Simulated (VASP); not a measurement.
# KF (Fm-3m) in VASP: settings compared, part 2 of 2

VASP 6.6.1. Earlier steps stand in the parts before.

## (4) Single point, PBE

Contents of INCAR:

```
SYSTEM = KF
PREC = Accurate
ENCUT = 600
EDIFF = 1E-6
ISMEAR = 0
SIGMA = 0.13
LREAL = .False.
LASPH = .True.
NELM = 120
ALGO = Normal
ISIF = 2
LWAVE = .False.
LCHARG = .True.
GGA = PE
LELF = .True.
LVHAR = .True.
NBANDS = 15
NELECT = 16.5
GGA_COMPAT = .False.
```

Contents of KPOINTS:

```
Automatic mesh
0
Gamma
  8 8 8
  0 0 0
```

Contents of POSCAR:

```
KF
1.0
    0.0000000000      2.6544134050      2.6544134050
    2.6544134050      0.0000000000      2.6544134050
    2.6544134050      2.6544134050      0.0000000000
K F
1 1
Direct
    0.0000000000      0.0000000000      0.0000000000
    0.5000000000      0.5000000000      0.5000000000
```

Potentials or basis: VASP PAW PBE potentials, release 64 (K_sv, F).

Launch:

```bash
$ cat potpaw_PBE.64/K_sv/POTCAR potpaw_PBE.64/F/POTCAR > POTCAR
$ mpirun -np 1 vasp_std > vasp.out
```

OUTCAR:

```text
SYSTEM = KF
   PREC = Accurate
   ENCUT = 600
   EDIFF = 1E-6
   ISMEAR = 0
   LREAL = .False.
   LASPH = .True.
   NELM = 120
   ISIF = 2
   GGA = PE
   NELECT = 16.5

 ion  position               nearest neighbor table
   1  0.000  0.000  0.000-   2 2.65   2 2.65   2 2.65   2 2.65   2 2.65   2 2.65
   2  0.500  0.500  0.500-   1 2.65   1 2.65   1 2.65   1 2.65   1 2.65   1 2.65

  LATTYP: Found a face centered cubic cell.
 ALAT       =     5.3088268100

  Lattice vectors:

 A1 = (   0.0000000000,   2.6544134050,   2.6544134050)
 A2 = (   2.6544134050,   0.0000000000,   2.6544134050)
 A3 = (   2.6544134050,   2.6544134050,   0.0000000000)

Analysis of symmetry for initial positions (statically):
=====================================================================
 Subroutine PRICEL returns:
 Original cell was already a primitive cell.

 Routine SETGRP: Setting up the symmetry group for a
 face centered cubic supercell.

 Subroutine GETGRP returns: Found 48 space group operations
 (whereof 48 operations were pure point group operations)
 out of a pool of 48 trial point group operations.

The static configuration has the point symmetry O_h .

Analysis of symmetry for dynamics (positions and initial velocities):
=====================================================================
 Subroutine PRICEL returns:
 Original cell was already a primitive cell.

 Routine SETGRP: Setting up the symmetry group for a
 face centered cubic supercell.

 Subroutine GETGRP returns: Found 48 space group operations
 (whereof 48 operations were pure point group operations)
 out of a pool of 48 trial point group operations.

The dynamic configuration has the point symmetry O_h .

 Subroutine INISYM returns: Found 48 space group operations
 (whereof 48 operations are pure point group operations),
 and found     1 'primitive' translations

----------------------------------------------------------------------------------------

[... 122 lines left out ...]
   LRPA    =     F    only Hartree local field effects (RPA)
 non-spin polarized calculation
 Gauss-broadening in eV      SIGMA  =   0.13
  energy-cutoff  :      600.00
  volume of cell :       37.41
 maximum number of plane-waves:      1283
 NGX is ok and might be reduce to    30
   NGX = 15   NGY = 15   NGZ = 15

 number of electron      16.5000003 magnetization

 Free energy of the ion-electron system (eV)
  ---------------------------------------------------
  ext. energy  EPLUGINS =         0.00000000
  ---------------------------------------------------
  free energy    TOTEN  =        -5.93395750 eV

  energy without entropy =       -5.92615214  energy(sigma->0) =       -5.93005482

 E-fermi :   4.9651     XC(G=0):  -9.1400

 val. band max:        4.9622257391   @ k =   0.5000   0.3750   0.0000
 cond. band min:       5.1210252208   @ k =  -0.3750   0.5000   0.1250
 fundamental gap:      0.1587994816
 Fermi energy:         4.9651107657

 k-point     1 :       0.0000    0.0000    0.0000
  band No.  band energies     occupation
      1     -28.9786      2.00000
      2     -21.7160      2.00000
      3     -12.2119      2.00000
      4     -12.2119      2.00000
      5     -12.2119      2.00000
      6      -3.0393      2.00000
      7      -3.0393      2.00000
      8      -3.0393      2.00000
      9       2.5901      2.00000
     10       7.5072      0.00000
     11       7.5072      0.00000
     12       7.5072      0.00000
     13       9.3778      0.00000
     14       9.3778      0.00000
[... 401 lines left out ...]
      2     -21.7893      2.00000
      3     -12.5794      2.00000
      4     -12.4594      2.00000
      5     -12.2940      2.00000
      6      -3.6694      2.00000
      7      -3.3379      2.00000
      8      -3.3140      2.00000
      9       5.9329      0.00000
     10       6.5801      0.00000
     11       8.6319      0.00000
     12       9.7150      0.00000
     13      11.0697      0.00000
     14      12.0298      0.00000
     15      12.2455      0.00000

 [... further k-points ...]

------------------------ aborting loop because EDIFF is reached ----------------------------------------

  FORCE on cell =-STRESS in cart. coord.  units (eV):
  Direction    XX          YY          ZZ          XY          YZ          ZX
  --------------------------------------------------------------------------------------
  -------------------------------------------------------------------------------------
  Total        4.6370614      4.6370614      4.6370614      0.0000000      0.0000000      0.0000000
  in kB      198.6176068    198.6176068    198.6176068      0.0000000      0.0000000      0.0000000
  external PRESSURE =     198.6176068 kB  Pullay stress =       0.0000000 kB

 VOLUME and BASIS-vectors are now :
 -----------------------------------------------------------------------------
  energy-cutoff  :      600.00
  volume of cell :       37.41
      direct lattice vectors                 reciprocal lattice vectors
     0.000000000  2.654413405  2.654413405    -0.188365535  0.188365535  0.188365535
     2.654413405  0.000000000  2.654413405     0.188365535 -0.188365535  0.188365535
     2.654413405  2.654413405  0.000000000     0.188365535  0.188365535 -0.188365535

 POSITION                                       TOTAL-FORCE (eV/Angst)
 -----------------------------------------------------------------------------------
      0.00000      0.00000      0.00000         0.000000      0.000000      0.000000
      2.65441      2.65441      2.65441         0.000000     -0.000000     -0.000000
 -----------------------------------------------------------------------------------
    total drift:                                0.000000      0.000000      0.000000

  FREE ENERGIE OF THE ION-ELECTRON SYSTEM (eV)
  ---------------------------------------------------
  free  energy   TOTEN  =        -5.9339575046 eV

  energy  without entropy=       -5.9261521385  energy(sigma->0) =       -5.93005482
```

Run time: 34 s. Hardware: 1 thread of Intel Xeon 8259CL, shared host; peak memory 0.15 GiB.

What came out:

```
Free energy : -5.9340 eV
```

Caveat: the cell carries a net charge on a neutralising background, which shifts energy and pressure; the cell is charged against a uniform background, so pressure and absolute levels hang on convention.

## (5) Single point, LDA

Contents of INCAR:

```
SYSTEM = KF
PREC = Accurate ; ENCUT = 600
EDIFF = 1E-6 ; ISMEAR = 0
SIGMA = 0.1 ; LREAL = .False.
LASPH = .True. ; NELM = 120
ALGO = Normal ; ISIF = 2
LWAVE = .False. ; LCHARG = .True.
LELF = .True. ; LVHAR = .True.
NBANDS = 15 ; NELECT = 16.1
GGA_COMPAT = .False.
```

KPOINTS is that of step 4.

POSCAR is that of step 4.

Potentials or basis: VASP PAW LDA potentials, release 64 (K_sv, F).

Launch:

```bash
$ cat potpaw_LDA.64/K_sv/POTCAR potpaw_LDA.64/F/POTCAR > POTCAR
$ mpirun -np 1 vasp_std > vasp.out
```

Run time: 36 s. Hardware: 1 thread of Intel Xeon 8259CL, shared host; peak memory 0.13 GiB.

It converged, with:

| Quantity | Value |
| --- | --- |
| Free energy | -8.7139 eV |

Levels at points of the mesh, in eV from the Fermi level:
| k point | band 6 | band 7 | band 8 | band 9 | band 10 | band 11 |
| --- | --- | --- | --- | --- | --- | --- |
| (0.00, 0.00, 0.00) | -6.98 | -6.98 | -6.98 | -1.18 | 3.55 | 3.55 |
| (0.50, 0.00, 0.00) | -7.86 | -7.36 | -7.36 | 1.81 | 3.28 | 5.06 |
| (0.50, 0.50, 0.00) | -7.18 | -7.03 | -7.03 | 0.86 | 3.21 | 4.47 |

Caveat: the cell carries a net charge on a neutralising background, which shifts energy and pressure; the cell is charged against a uniform background, so pressure and absolute levels hang on convention.

## (6) Single point, PBEsol

Contents of INCAR:

```
PREC = Accurate
ENCUT = 600
EDIFF = 1E-6
ISMEAR = 0
SIGMA = 0.01
LREAL = F
LASPH = T
NELM = 120
ALGO = Normal
ISIF = 2
LWAVE = F
LCHARG = F
GGA = PS
NBANDS = 15
GGA_COMPAT = F
```

Contents of KPOINTS:

```
regular mesh
0
Gamma
  8 8 8
```

POSCAR is that of step 5.

Potentials or basis: VASP PAW PBE potentials, release 64 (K_sv, F).

Launch:

```bash
$ cat potpaw_PBE.64/K_sv/POTCAR potpaw_PBE.64/F/POTCAR > POTCAR
$ mpirun -np 1 vasp_std > vasp.out
```

Wall time 36 s (1 thread of Intel Xeon 8259CL, shared host); peak memory 0.15 GiB.

Results (log left out):

```
Free energy            : -8.5217 eV
Pressure               : 0.0 GPa
Band gap on the k mesh : 6.13 eV
```

Levels at points of the mesh, in eV from the valence-band top:
| k point | band 6 | band 7 | band 8 | band 9 | band 10 | band 11 |
| --- | --- | --- | --- | --- | --- | --- |
| (0.00, 0.00, 0.00) | 0.00 | 0.00 | 0.00 | 6.13 | 10.69 | 10.69 |
| (0.50, 0.00, 0.00) | -0.84 | -0.37 | -0.37 | 9.05 | 10.60 | 12.14 |
| (0.50, 0.50, 0.00) | -0.20 | -0.05 | -0.05 | 8.11 | 10.34 | 11.81 |

Caveat: the PAW data sets were made with another functional, which shifts forces and pressure a little. A k mesh can miss the band edges.

## (7) Overview

```tsv
level	smearing	gap on the mesh (eV)	pressure (GPa)
PBE	methfessel-paxton 0.0027 eV	6.27	2.1
PBE	tetrahedron	6.27	2.1
PBEsol	gaussian 0.01 eV	6.13	0.0
```

Alike in all rows: task single point; potentials or basis VASP PAW PBE potentials, release 64 (K_sv, F); no spin polarisation; cell as given; k mesh 8 × 8 × 8; cutoff (eV) 600.

On the cell as given the gap runs from 6.13 eV (PBEsol) to 6.27 eV (PBE). The pressure there spans 0.0 GPa (PBEsol) to 2.1 GPa (PBE); a positive pressure means that this level wants a larger cell, a negative one a smaller.

Caveats: the PAW data sets were made with another functional, which shifts forces and pressure a little (at least some runs).

Total energies depend on the potentials used, so only differences within one code and one set of settings carry meaning.
